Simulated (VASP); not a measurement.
# BN (C2) in VASP: a series of runs, part 2 of 2

VASP 6.6.1. Earlier steps stand in the parts before.

## 4. Single point, PBE (engineering shear strain xz -0.1500, normal strain along z +0.0175)

INCAR

```
SYSTEM = BN
  PREC = Accurate
  ENCUT = 520
  EDIFF = 1E-7
  ISMEAR = 0
  SIGMA = 0.05
  LREAL = .False.
  LASPH = .True.
  NELM = 100
  ALGO = Normal
  ISIF = 2
  LWAVE = .False.
  LCHARG = .True.
  GGA = PE
  LELF = .True.
  LVHAR = .True.
  NBANDS = 11
```

KPOINTS

```
regular mesh
0
Gamma
  12 12 12
  0 0 0
```

POSCAR

```
BN
1.0
   -0.1359295336      1.8441106719      1.8123937807
    1.8123937807     -0.1359295336      1.8123937807
    1.6764642471      1.7081811383      0.0000000000
B N
1 1
Direct
    0.0000000000      0.0000000000      0.0000000000
    0.7500000000      0.7500000000      0.7500000000
```

Potentials or basis: VASP PAW PBE potentials, release 64 (B, N).

Command:

```bash
cat potpaw_PBE.64/B/POTCAR potpaw_PBE.64/N/POTCAR > POTCAR
mpirun -np 1 vasp_std > vasp.out
```

OUTCAR:

```text
SYSTEM = BN
   PREC = Accurate
   ENCUT = 520
   EDIFF = 1E-7
   ISMEAR = 0
   LREAL = .False.
   LASPH = .True.
   NELM = 100
   ISIF = 2
   GGA = PE

 ion  position               nearest neighbor table
   1  0.000  0.000  0.000-   2 1.50   2 1.50   2 1.66   2 1.66
   2  0.750  0.750  0.750-   1 1.50   1 1.50   1 1.66   1 1.66

  LATTYP: Found a base centered monoclinic cell.
 ALAT       =     3.6349679803
 B/A-ratio  =     0.9971993099
 C/A-ratio  =     0.6584406782
 COS(beta)  =    -0.6451104101

  Lattice vectors:

 A1 = (  -1.8123937807,   0.1359295336,  -1.8123937807)
 A2 = (  -1.8123937807,   0.1359295336,   1.8123937807)
 A3 = (   1.6764642471,   1.7081811383,   0.0000000000)

Analysis of symmetry for initial positions (statically):
=====================================================================
 Subroutine PRICEL returns:
 Original cell was already a primitive cell.

 Routine SETGRP: Setting up the symmetry group for a
 base centered monoclinic supercell.

 Subroutine GETGRP returns: Found  2 space group operations
 (whereof  2 operations were pure point group operations)
 out of a pool of  4 trial point group operations.

The static configuration has the point symmetry C_2 .

Analysis of symmetry for dynamics (positions and initial velocities):
=====================================================================
 Subroutine PRICEL returns:
 Original cell was already a primitive cell.

 Routine SETGRP: Setting up the symmetry group for a
 base centered monoclinic supercell.

 Subroutine GETGRP returns: Found  2 space group operations
 (whereof  2 operations were pure point group operations)
 out of a pool of  4 trial point group operations.

The dynamic configuration has the point symmetry C_2 .

 Subroutine INISYM returns: Found  2 space group operations
 (whereof  2 operations are pure point group operations),
 and found     1 'primitive' translations

----------------------------------------------------------------------------------------
[... 116 lines left out ...]
  Thomas-Fermi vector in A             =   2.548320
   LORBIT       =      0    0 simple, 1 ext, 2 COOP (PROOUT), +10 PAW based schemes
   GGA     = PE    functional components
   LHFCALC =     F    Hartree Fock is set to
   AEXX    =    0.0000 exact exchange contribution
   IVDW    =     0    specifies the selected vdW correction
   LEPSILON=     F    determine dielectric tensor
   LRPA    =     F    only Hartree local field effects (RPA)
 non-spin polarized calculation
 Gauss-broadening in eV      SIGMA  =   0.05
  energy-cutoff  :      520.00
  volume of cell :       12.05
 maximum number of plane-waves:       336
   NGX =  9   NGY =  9   NGZ =  9

 number of electron       7.9999998 magnetization

 Free energy of the ion-electron system (eV)
  ---------------------------------------------------
  ext. energy  EPLUGINS =         0.00000000
  ---------------------------------------------------
  free energy    TOTEN  =       -17.08714031 eV

  energy without entropy =      -17.08714031  energy(sigma->0) =      -17.08714031

 E-fermi :   7.8320     XC(G=0): -12.7177

 val. band max:        7.4918247174   @ k =   0.0000   0.0000   0.0000
 cond. band min:      10.5186962349   @ k =   0.5000   0.5000   0.0000
 fundamental gap:      3.0268715175
 Fermi energy:         7.8319988744

 k-point     1 :       0.0000    0.0000    0.0000
  band No.  band energies     occupation
      1     -12.9039      2.00000
      2       6.9050      2.00000
      3       6.9639      2.00000
      4       7.4918      2.00000
      5      13.5851      0.00000
      6      14.1044      0.00000
      7      18.0189      0.00000
      8      19.7272      0.00000
      9      31.5496      0.00000
     10      34.1440      0.00000
     11      34.5843      0.00000
[... 309 lines left out ...]
 k-point    24 :      -0.4167    0.1667    0.0000
  band No.  band energies     occupation
      1      -9.0791      2.00000
      2      -2.7685      2.00000
      3       3.3731      2.00000
      4       5.4068      2.00000
      5      16.9960      0.00000
      6      19.7842      0.00000
      7      20.7611      0.00000
      8      21.5338      0.00000
      9      27.2530      0.00000
     10      32.7774      0.00000
     11      34.4897      0.00000

 [... further k-points ...]
[... 5 lines left out ...]
  --------------------------------------------------------------------------------------
  -------------------------------------------------------------------------------------
  Total        0.7919613      0.0345753      0.0144375      4.8232800      0.0000000      0.0000000
  in kB      105.3173640      4.5979306      1.9199397    641.4141098      0.0000000      0.0000000
  external PRESSURE =      37.2784114 kB  Pullay stress =       0.0000000 kB

 VOLUME and BASIS-vectors are now :
 -----------------------------------------------------------------------------
  energy-cutoff  :      520.00
  volume of cell :       12.05
      direct lattice vectors                 reciprocal lattice vectors
    -0.135929534  1.844110672  1.812393781    -0.256963793  0.252192582  0.275878236
     1.812393781 -0.135929534  1.812393781     0.256963793 -0.252192582  0.275878236
     1.676464247  1.708181138  0.000000000     0.297859887  0.293088676 -0.275878236

 POSITION                                       TOTAL-FORCE (eV/Angst)
 -----------------------------------------------------------------------------------
      0.00000      0.00000      0.00000        -0.000000     -0.000000      0.163529
      2.51470      2.56227      2.71859         0.000000      0.000000     -0.163529
 -----------------------------------------------------------------------------------
    total drift:                               -0.000001     -0.000001      0.000021

  FREE ENERGIE OF THE ION-ELECTRON SYSTEM (eV)
  ---------------------------------------------------
  free  energy   TOTEN  =       -17.0871403105 eV

  energy  without entropy=      -17.0871403105  energy(sigma->0) =      -17.08714031
```

It took 23 s on 1 thread of Intel Xeon 6975P-C (Granite Rapids), shared host; peak memory 0.17 GiB.

Results:

```
Free energy            : -17.0871 eV
Pressure               : 3.7 GPa
Largest force          : 0.164 eV/Å
Band gap on the k mesh : 3.03 eV, indirect (least direct gap 6.09 eV)
```

Forces on the atoms (eV/Å):
```
B    0.000  0.000  0.164
N    0.000  0.000 -0.164
```

Caveat: the cell differs from its parent crystal (engineering shear strain xz -0.1500, normal strain along z +0.0175). A k mesh can miss the band edges.

## 5. Overview

| cell | gap on the mesh (eV) | pressure (GPa) | largest force (eV/Å) |
| --- | --- | --- | --- |
| a = 2.600, b = 2.577, c = 2.201 Å, angles 65.4, 64.3, 70.0°, 2 atoms | 0.65 | 34.8 | 0.69 |
| a = 2.622, b = 2.577, c = 2.224 Å, angles 65.7, 63.6, 70.3°, 2 atoms | 0.77 | 26.8 | 0.44 |
| a = 2.589, b = 2.567, c = 2.393 Å, angles 62.8, 61.9, 65.2°, 2 atoms | 3.03 | 3.7 | 0.16 |

Alike in all rows: task single point; level PBE; potentials or basis VASP PAW PBE potentials, release 64 (B, N); no spin polarisation; k mesh 12 × 12 × 12; cutoff (eV) 520; smearing gaussian 0.05 eV.

Absolute energies hang on the potentials; compare differences alone.
